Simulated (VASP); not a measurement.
Input of a VASP 6.6.1 run:

Contents of INCAR:

```
  PREC = Accurate
  ENCUT = 520
  EDIFF = 1E-6
  ISMEAR = 0
  SIGMA = 0.15
  LREAL = False
  LASPH = True
  NELM = 100
  ALGO = Normal
  ISIF = 2
  LWAVE = False
  LCHARG = True
  GGA = PS
  LELF = True
  LVHAR = True
  NBANDS = 36
```

KPOINTS

```
Automatic mesh
0
Gamma
  12 12 12
```

File POSCAR:

```
TiO
1.0
    4.0335084229      0.0605026263      0.0000000000
    0.0605026263      4.0335084229      0.0000000000
    0.0000000000      0.0000000000      4.0335084229
Ti O
3 3
Direct
    0.5000000000      0.5000000000      0.0000000000
    0.0000000000      0.5000000000      0.5000000000
    0.5000000000      0.0000000000      0.5000000000
    0.0000000000      0.5000000000      0.0000000000
    0.5000000000      0.0000000000      0.0000000000
    0.0000000000      0.0000000000      0.5000000000
```

Potentials or basis: VASP PAW PBE potentials, release 64 (Ti_sv, O).

The run is started by

```bash
$ cat potpaw_PBE.64/Ti_sv/POTCAR potpaw_PBE.64/O/POTCAR > POTCAR
$ mpirun -np 1 vasp_std > vasp.out
```

(1) Estimate the band gap on the k mesh.

(2) Predict the pressure.

Answers

(1) zero (bands 27 and 28 overlap by 1.96 eV).

(2) 0.5 GPa.

Caveat: the cell differs from its parent crystal (strain +0.0300 x Voigt [0, 0, 0, 0, 0, 1]); the PAW data sets were made with another functional, which shifts forces and pressure a little; semilocal functionals often make such compounds metallic where correlation or magnetic order opens a gap, which also shifts bond lengths.
